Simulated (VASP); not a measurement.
# Sr5AlO2 (P4/mmm) in VASP: a series of runs

Runs on Sr5AlO2. Level: PBE. Tasks: single point, relaxation of cell and atoms.

Everything below comes from runs of VASP 6.6.1. Logs are shortened: lines on timing, memory, paths and dates and some standing lists are left out, and cuts for length are marked.

**1. The cell of the first run**

Symmetry: P4/mmm, No. 123, tetragonal system. Conventional cell: a = 3.822 Å, b = 3.822 Å, c = 14.767 Å, α = 90.00°, β = 90.00°, γ = 90.00°. Sr (site symmetry 4mm) has 1 O at 2.79 Å and 4 Al at 3.34 Å and 9 Sr at 3.82 to 3.92 Å within 4.0 Å. Sr (site symmetry 4/mmm) has 2 O at 2.63 Å within 3.5 Å. Sr (site symmetry 4mm) has 4 O at 2.70 Å within 3.6 Å. Within 4.4 Å of Al (site symmetry 4/mmm) lie 8 Sr at 3.34 Å and 4 Al at 3.82 Å. Within 3.5 Å of O (site symmetry 4mm) lie 6 Sr at 2.63 to 2.79 Å.

**2. Single point, PBE**

The input, INCAR:

```
ALGO = Normal
EDIFF = 1E-6
ENCUT = 520
GGA = PE
ISIF = 2
ISMEAR = 0
LASPH = True
LCHARG = False
LREAL = False
LWAVE = False
NBANDS = 42
NELM = 100
PREC = Accurate
SIGMA = 0.2
```

The input, KPOINTS:

```
k-points
0
Gamma
  5 5 1
```

The input, POSCAR:

```
Sr5AlO2
1.0
    3.8221312210      0.0000000000      0.0000000000
    0.0000000000      3.8221312210      0.0000000000
    0.0000000000      0.0000000000     14.7670461619
Sr Al O
5 1 2
Direct
    0.5000000000      0.5000000000      0.1328511021
    0.5000000000      0.5000000000      0.8671488979
    0.5000000000      0.5000000000      0.5000000000
    0.0000000000      0.0000000000      0.6800683348
    0.0000000000      0.0000000000      0.3199316652
    0.0000000000      0.0000000000      0.0000000000
    0.5000000000      0.5000000000      0.3218016943
    0.5000000000      0.5000000000      0.6781983057
```

Potentials or basis: VASP PAW PBE potentials, release 64 (Sr_sv, Al, O).

The run is started by

```sh
$ cat potpaw_PBE.64/Sr_sv/POTCAR potpaw_PBE.64/Al/POTCAR potpaw_PBE.64/O/POTCAR > POTCAR
$ mpirun -np 1 vasp_std > vasp.out
```

OUTCAR:

```text
EDIFF = 1E-6
   ENCUT = 520
   GGA = PE
   ISIF = 2
   ISMEAR = 0
   LASPH = True
   LREAL = False
   NELM = 100
   PREC = Accurate

 ion  position               nearest neighbor table
   1  0.500  0.500  0.133-   7 2.79   6 3.34   6 3.34   6 3.34   6 3.34   5 3.86   5 3.86   5 3.86
                             5 3.86   2 3.92
   2  0.500  0.500  0.867-   8 2.79   6 3.34   6 3.34   6 3.34   6 3.34   4 3.86   4 3.86   4 3.86
                             4 3.86   1 3.92
   3  0.500  0.500  0.500-   7 2.63   8 2.63   4 3.79   5 3.79   4 3.79   5 3.79   4 3.79   5 3.79
                             4 3.79   5 3.79
   4  0.000  0.000  0.680-   8 2.70   8 2.70   8 2.70   8 2.70   3 3.79   3 3.79   3 3.79   3 3.79
                             2 3.86   2 3.86   2 3.86   2 3.86
   5  0.000  0.000  0.320-   7 2.70   7 2.70   7 2.70   7 2.70   3 3.79   3 3.79   3 3.79   3 3.79
                             1 3.86   1 3.86   1 3.86   1 3.86
   6  0.000  0.000  0.000-   1 3.34   2 3.34   1 3.34   2 3.34   1 3.34   2 3.34   1 3.34   2 3.34

   7  0.500  0.500  0.322-   3 2.63   5 2.70   5 2.70   5 2.70   5 2.70   1 2.79
   8  0.500  0.500  0.678-   3 2.63   4 2.70   4 2.70   4 2.70   4 2.70   2 2.79

  LATTYP: Found a simple tetragonal cell.
 ALAT       =     3.8221312210
 C/A-ratio  =     3.8635633651

  Lattice vectors:

 A1 = (   3.8221312210,   0.0000000000,   0.0000000000)
 A2 = (   0.0000000000,   3.8221312210,   0.0000000000)
 A3 = (   0.0000000000,   0.0000000000,  14.7670461619)

Analysis of symmetry for initial positions (statically):
=====================================================================
 Subroutine PRICEL returns:
 Original cell was already a primitive cell.

 Routine SETGRP: Setting up the symmetry group for a
 simple tetragonal supercell.

 Subroutine GETGRP returns: Found 16 space group operations
 (whereof 16 operations were pure point group operations)
 out of a pool of 16 trial point group operations.

The static configuration has the point symmetry D_4h.

Analysis of symmetry for dynamics (positions and initial velocities):
=====================================================================
 Subroutine PRICEL returns:
 Original cell was already a primitive cell.

 Routine SETGRP: Setting up the symmetry group for a
 simple tetragonal supercell.

 Subroutine GETGRP returns: Found 16 space group operations
 (whereof 16 operations were pure point group operations)
 out of a pool of 16 trial point group operations.

The dynamic configuration has the point symmetry D_4h.

 Subroutine INISYM returns: Found 16 space group operations
 (whereof 16 operations are pure point group operations),
 and found     1 'primitive' translations

----------------------------------------------------------------------------------------

                                     Primitive cell

  volume of cell :     215.7272

  direct lattice vectors                    reciprocal lattice vectors
     3.822131221  0.000000000  0.000000000     0.261634136  0.000000000  0.000000000
     0.000000000  3.822131221  0.000000000     0.000000000  0.261634136  0.000000000
     0.000000000  0.000000000 14.767046162     0.000000000  0.000000000  0.067718350

  length of vectors
     3.822131221  3.822131221 14.767046162     0.261634136  0.261634136  0.067718350

  position of ions in fractional coordinates (direct lattice)
     0.500000000  0.500000000  0.132851102
     0.500000000  0.500000000  0.867148898
     0.500000000  0.500000000  0.500000000
     0.000000000  0.000000000  0.680068335
     0.000000000  0.000000000  0.319931665
     0.000000000  0.000000000  0.000000000
     0.500000000  0.500000000  0.321801694
     0.500000000  0.500000000  0.678198306

  ion indices of the primitive-cell ions
   primitive index   ion index
                 1           1
                 2           2
                 3           3
                 4           4
                 5           5
                 6           6
                 7           7
                 8           8

----------------------------------------------------------------------------------------

 KPOINTS: k-points

Automatic generation of k-mesh.
 Grid dimensions read from file:
 generate k-points for:    5    5    1

 Generating k-lattice:

  Cartesian coordinates                     Fractional coordinates (reciprocal lattice)
     0.052326827  0.000000000  0.000000000     0.200000000  0.000000000  0.000000000
     0.000000000  0.052326827  0.000000000     0.000000000  0.200000000  0.000000000
     0.000000000  0.000000000  0.067718350     0.000000000  0.000000000  1.000000000

  Length of vectors
     0.052326827  0.052326827  0.067718350

  Shift w.r.t. Gamma in fractional coordinates (k-lattice)
     0.000000000  0.000000000  0.000000000

 Subroutine IBZKPT returns following result:
 ===========================================

 Found      6 irreducible k-points:

 Following reciprocal coordinates:
            Coordinates               Weight
  0.000000  0.000000  0.000000      1.000000
  0.200000  0.000000  0.000000      4.000000
  0.400000  0.000000  0.000000      4.000000
  0.200000  0.200000  0.000000      4.000000
  0.400000  0.200000  0.000000      8.000000
  0.400000  0.400000  0.000000      4.000000
   k-points           NKPTS =      6   k-points in BZ     NKDIM =      6   number of bands    NBANDS=     42
   number of dos      NEDOS =    301   number of ions     NIONS =      8
   total plane-waves  NPLWV =  87808
   dimension x,y,z NGX =    28 NGY =   28 NGZ =  112
   dimension x,y,z NGXF=    56 NGYF=   56 NGZF=  224
   ions per type =               5   1   2
   NGX,Y,Z   is equivalent  to a cutoff of  12.18, 12.18, 12.61 a.u.
   NGXF,Y,Z  is equivalent  to a cutoff of  24.36, 24.36, 25.22 a.u.
 SYSTEM =  unknown system
   PREC   = accura    normal or accurate (medium, high low for compatibility)
   ISTART =      0    job   : 0-new  1-cont  2-samecut
   ICHARG =      2    charge: 1-file 2-atom 10-const
   ISPIN  =      1    spin polarized calculation?
   LNONCOLLINEAR =      F non collinear calculations
   LSORBIT =      F    spin-orbit coupling
   LASPH  =      T    aspherical Exc in radial PAW
   ENCUT  =  520.0 eV  38.22 Ry    6.18 a.u.   7.11  7.11 27.46*2*pi/ulx,y,z
   NELM   =    100;   NELMIN=  2; NELMDL= -5     # of ELM steps
   EDIFF  = 0.1E-05   stopping-criterion for ELM
   LREAL  =      F    real-space projection
   EDIFFG = 0.1E-04   stopping-criterion for IOM
   NSW    =      0    number of steps for IOM
   IBRION =     -1    ionic relax: 0-MD 1-quasi-New 2-CG
   NFREE  =      0    steps in history (QN), initial steepest desc. (CG)
   ISIF   =      2    stress and relaxation
   ISYM   =      2    0-nonsym 1-usesym 2-fastsym
   POTIM  = 0.5000    time-step for ionic-motion
   TEBEG  =    0.0;   TEEND  =   0.0 temperature during run
   PSTRESS=    0.0 pullay stress
   NELECT =      65.0000    total number of electrons
   NUPDOWN=      -1.0000    fix difference up-down
   EMIN   =  10.00;   EMAX   =-10.00  energy-range for DOS
   EFERMI =   0.00;   METHOD = LEGACY
   ISMEAR =     0;   SIGMA  =   0.20  broadening in eV -4-tet -1-fermi 0-gaus
   EFERMI_NEDOS =   21; number of points for ismear=-14 and -15
   IALGO  =     38    algorithm
   IMIX   =      4    mixing-type and parameters
     AMIX     =   0.40;   BMIX     =  1.00
     AMIX_MAG =   1.60;   BMIX_MAG =  1.00
  volume/ion in A,a.u.               =      26.97       181.97
  Fermi-wavevector in a.u.,A,eV,Ry     =   1.097516  2.074005 16.388792  1.204542
  Thomas-Fermi vector in A             =   2.233878
   LORBIT       =      0    0 simple, 1 ext, 2 COOP (PROOUT), +10 PAW based schemes
   GGA     = PE    functional components
   LHFCALC =     F    Hartree Fock is set to
   AEXX    =    0.0000 exact exchange contribution
   IVDW    =     0    specifies the selected vdW correction
   LEPSILON=     F    determine dielectric tensor
   LRPA    =     F    only Hartree local field effects (RPA)
 non-spin polarized calculation
 Gauss-broadening in eV      SIGMA  =   0.20
  energy-cutoff  :      520.00
  volume of cell :      215.73
 maximum number of plane-waves:      5828
   NGX = 15   NGY = 15   NGZ = 55

 number of electron      64.9999995 magnetization

 Free energy of the ion-electron system (eV)
  ---------------------------------------------------
  ext. energy  EPLUGINS =         0.00000000
  ---------------------------------------------------
  free energy    TOTEN  =       -31.69096207 eV

  energy without entropy =      -31.59544017  energy(sigma->0) =      -31.64320112

 E-fermi :   3.5919     XC(G=0):  -8.9042

 val. band max:        3.4915513127   @ k =   0.2000   0.2000   0.0000
 cond. band min:       3.6142447734   @ k =   0.2000   0.0000   0.0000
 fundamental gap:      0.1226934607
 Fermi energy:         3.5919400950

 k-point     1 :       0.0000    0.0000    0.0000
  band No.  band energies     occupation
      1     -32.5045      2.00000
      2     -32.4931      2.00000
      3     -32.3910      2.00000
      4     -32.1803      2.00000
      5     -32.1725      2.00000
      6     -15.1066      2.00000
[... 34 lines left out ...]
     41       5.8991      0.00000
     42       6.4762      0.00000

 k-point     2 :       0.2000    0.0000    0.0000
  band No.  band energies     occupation
      1     -32.4924      2.00000
      2     -32.4846      2.00000
      3     -32.3872      2.00000
      4     -32.1733      2.00000
      5     -32.1656      2.00000
      6     -15.3620      2.00000
[... 34 lines left out ...]
     41       6.0361      0.00000
     42       6.6488      0.00000

 k-point     3 :       0.4000    0.0000    0.0000
  band No.  band energies     occupation
      1     -32.4720      2.00000
      2     -32.4706      2.00000
      3     -32.3817      2.00000
      4     -32.1618      2.00000
      5     -32.1543      2.00000
      6     -15.6923      2.00000
[... 34 lines left out ...]
     41       6.4815      0.00000
     42       6.7443      0.00000

 k-point     4 :       0.2000    0.2000    0.0000
  band No.  band energies     occupation
      1     -32.4818      2.00000
      2     -32.4764      2.00000
      3     -32.3823      2.00000
      4     -32.1662      2.00000
      5     -32.1586      2.00000
      6     -15.4128      2.00000
[... 34 lines left out ...]
     41       6.0160      0.00000
     42       6.5275      0.00000

 k-point     5 :       0.4000    0.2000    0.0000
  band No.  band energies     occupation
      1     -32.4641      2.00000
      2     -32.4632      2.00000
      3     -32.3749      2.00000
      4     -32.1546      2.00000
      5     -32.1472      2.00000
      6     -15.5480      2.00000
[... 34 lines left out ...]
     41       5.8147      0.00000
     42       6.3338      0.00000

 k-point     6 :       0.4000    0.4000    0.0000
  band No.  band energies     occupation
      1     -32.4513      2.00000
      2     -32.4511      2.00000
      3     -32.3638      2.00000
      4     -32.1429      2.00000
      5     -32.1356      2.00000
      6     -15.2304      2.00000
[... 34 lines left out ...]
     41       6.1738      0.00000
     42       6.4340      0.00000

------------------------ aborting loop because EDIFF is reached ----------------------------------------

  FORCE on cell =-STRESS in cart. coord.  units (eV):
  Direction    XX          YY          ZZ          XY          YZ          ZX
  --------------------------------------------------------------------------------------
  -------------------------------------------------------------------------------------
  Total        0.7872302      0.7872302     -0.1890258      0.0000000     -0.0000000      0.0000000
  in kB        5.8466554      5.8466554     -1.4038697      0.0000000     -0.0000000      0.0000000
  external PRESSURE =       3.4298137 kB  Pullay stress =       0.0000000 kB

 VOLUME and BASIS-vectors are now :
 -----------------------------------------------------------------------------
  energy-cutoff  :      520.00
  volume of cell :      215.73
      direct lattice vectors                 reciprocal lattice vectors
     3.822131221  0.000000000  0.000000000     0.261634136  0.000000000  0.000000000
     0.000000000  3.822131221  0.000000000     0.000000000  0.261634136  0.000000000
     0.000000000  0.000000000 14.767046162     0.000000000  0.000000000  0.067718350

 POSITION                                       TOTAL-FORCE (eV/Angst)
 -----------------------------------------------------------------------------------
      1.91107      1.91107      1.96182         0.000000      0.000000      0.027308
      1.91107      1.91107     12.80523         0.000000     -0.000000     -0.027308
      1.91107      1.91107      7.38352         0.000000     -0.000000      0.000000
      0.00000      0.00000     10.04260        -0.000000     -0.000000     -0.005163
      0.00000      0.00000      4.72445         0.000000     -0.000000      0.005163
      0.00000      0.00000      0.00000         0.000000     -0.000000      0.000000
      1.91107      1.91107      4.75206         0.000000      0.000000      0.023272
      1.91107      1.91107     10.01499         0.000000      0.000000     -0.023272
 -----------------------------------------------------------------------------------
    total drift:                                0.000000      0.000000      0.000000

  FREE ENERGIE OF THE ION-ELECTRON SYSTEM (eV)
  ---------------------------------------------------
  free  energy   TOTEN  =       -31.6909620677 eV

  energy  without entropy=      -31.5954401700  energy(sigma->0) =      -31.64320112
```

Wall time 2.1 min (1 thread of Intel Xeon 8259CL, shared host); peak memory 0.3 GiB.

Results:

```yaml
Free_energy: -31.6910 eV
Pressure: 0.3 GPa
Largest_force: 0.027 eV/Å
Band_gap_on_the_k_mesh: zero (an odd number of electrons rules out a gap without spin polarisation)
```

Forces in eV/Å, atoms in the order of the input:
```
Sr   0.000  0.000  0.027
Sr   0.000  0.000 -0.027
Sr   0.000  0.000  0.000
Sr   0.000  0.000 -0.005
Sr   0.000  0.000  0.005
Al   0.000  0.000  0.000
O    0.000  0.000  0.023
O    0.000  0.000 -0.023
```

Stress tensor (GPa, compression positive):
```
 0.58  0.00  0.00
 0.00  0.58  0.00
 0.00  0.00 -0.14
```

Levels at points of the mesh, in eV from the Fermi level:
```tsv
k point	band 28	band 29	band 30	band 31	band 32	band 33	band 34	band 35	band 36	band 37
(0.00, 0.00, 0.00)	-3.15	-3.15	-2.75	-2.70	-0.71	0.12	0.65	0.70	0.83	1.85
```

Caveat: the k points lie up to 0.43 Å⁻¹ apart, too coarse for converged energies and pressures of a metal; an odd number of electrons without spin polarisation forces a metal; a magnetic or distorted state may lie lower.

(Part 1 of 2 ends here.)
